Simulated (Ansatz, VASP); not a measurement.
Two plane-wave programs on BaO3

File INCAR:

```
  PREC = Accurate
  ENCUT = 910
  EDIFF = 1E-6
  ISMEAR = 0
  SIGMA = 0.1
  LREAL = F
  LASPH = T
  NELM = 200
  ALGO = Normal
  ISIF = 2
  LWAVE = F
  LCHARG = T
  ISPIN = 2
  MAGMOM = 0 1 1 1
  LORBIT = 11
  GGA = PE
  LELF = T
  LVHAR = T
  NBANDS = 26
  GGA_COMPAT = F
```

File KPOINTS:

```
Automatic mesh
0
Gamma
  6 6 6
```

POSCAR

```
BaO3
1.0
    0.0000000000      3.1721545000      3.1721545000
    3.1721545000      0.0000000000      3.1721545000
    3.1721545000      3.1721545000      0.0000000000
Ba O
1 3
Direct
    0.5000000000      0.5000000000      0.5000000000
    0.2500000000      0.2500000000      0.2500000000
    0.7500000000      0.7500000000      0.7500000000
    0.0000000000      0.0000000000      0.0000000000
```

Input for Ansatz:

```yaml
crystal:
  lattice:
    - [0.0, 3.1721545, 3.1721545]
    - [3.1721545, 0.0, 3.1721545]
    - [3.1721545, 3.1721545, 0.0]
  atoms:
    - { symbol: Ba, position: [0.5, 0.5, 0.5] }
    - { symbol: O, position: [0.25, 0.25, 0.25], spin: 1.0 }
    - { symbol: O, position: [0.75, 0.75, 0.75], spin: 1.0 }
    - { symbol: O, position: [0.0, 0.0, 0.0], spin: 1.0 }
basis:
  ecutwfc: 420
kpoints:
  mp_grid: { grid: [6, 6, 6] }
hamiltonian:
  xc: pbe
scf:
  occupations: { method: gaussian, width: 0.1 }
  lower_state_search: "off"
output:
  forces: true
  stress: true
  eigenvalues: true
  populations: true
magnetization:
  spin_polarized: true
```

Alike in both runs: task single point; functional PBE; k mesh 6 × 6 × 6; occupations gaussian, width 0.1 eV; collinear spin.

|  | VASP | Ansatz |
| --- | --- | --- |
| version | VASP 6.6.1 | Ansatz 0.2.0 |
| potentials or method | VASP PAW PBE potentials, release 64 (Ba_sv, O_h), cutoff 910 eV | scalar-relativistic, plane waves, PAW |
| valence electrons in the cell | 28 | 28 |

Ansatz gave:

- gap on the k mesh at the Fermi level (eV): none
- net moment per atom (μB): 1.00
- size of the moment on the site where the two differ most (μB): 1.55

Task: What did VASP give for the same quantities?

Result: gap on the k mesh at the Fermi level (eV): none; net moment per atom (μB): 1.00; size of the moment on the site where the two differ most (μB): 0.95.

Site moments also hang on the region over which each program counts them. A gap of «none» marks a metal or a gap that the smearing closes.

Spin-orbit coupling is off throughout. Noted on VASP's run: the cutoff is short for stress, so the pressure is rough.
